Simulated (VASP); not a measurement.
Write the native input for VASP 6.6.1 that does the following.

| Property | Result |
| --- | --- |
| Task | single point |
| Functional | PBE |
| Potentials or basis | VASP PAW PBE potentials, release 64 (Sn_d, O) |
| Cutoff | 520 eV |
| k mesh | 6 × 6 × 8 |
| Occupations | gaussian, width 0.05 eV |
| Spin | no spin polarisation |
| Dipole correction | no |
| Further INCAR settings | ALGO = Normal; EDIFF = 1e-06; NBANDS = 35 |

The structure of SnO2 lies in POSCAR:

```
SnO2
1.0
    4.8277932898      0.0000000000      0.0000000000
    0.0000000000      4.8278069739      0.0000000000
    0.0000000000      0.0000000000      3.2379014683
Sn O
2 4
Direct
    0.5059145075      0.5076213321      0.5000000000
   -0.0059244324      0.0076290438      0.0000000000
    0.3548076108      0.2537214647      0.0000000000
    0.8075896257      0.1897008703      0.5000000000
    0.1452292097      0.7537521707      0.5000000000
    0.6924471948      0.6896701643      0.0000000000
```

This cell differs from its parent crystal: atoms displaced along several vibrational modes.

One way to write it, as run:

INCAR

```
  ALGO = Normal
  EDIFF = 1E-6
  ENCUT = 520
  GGA = PE
  ISIF = 2
  ISMEAR = 0
  LASPH = T
  LCHARG = F
  LREAL = F
  LWAVE = F
  NBANDS = 35
  NELM = 60
  PREC = Accurate
  SIGMA = 0.05
```

KPOINTS

```
k-points
0
Gamma
  6 6 8
```

Potentials or basis: VASP PAW PBE potentials, release 64 (Sn_d, O).

Command:

```sh
$ cat potpaw_PBE.64/Sn_d/POTCAR potpaw_PBE.64/O/POTCAR > POTCAR
$ mpirun -np 1 vasp_std > vasp.out
```

Results of the run:

```yaml
Pressure: -0.5 GPa
Largest_force: 1.183 eV/Å
Band_gap_on_the_k_mesh: 0.95 eV (least direct gap 1.00 eV)
```

Caveat: the cell differs from its parent crystal (atoms displaced along several vibrational modes); spin-orbit coupling is left out, which moves the levels of the heavy elements; forces of over 1 eV/Å act on the atoms, so gaps and moduli don't describe the material at rest.

It took 87 s on 1 thread of Intel(R) Xeon(R) 6975P-C (Granite Rapids), on a shared host, peak memory 0.32 GiB.
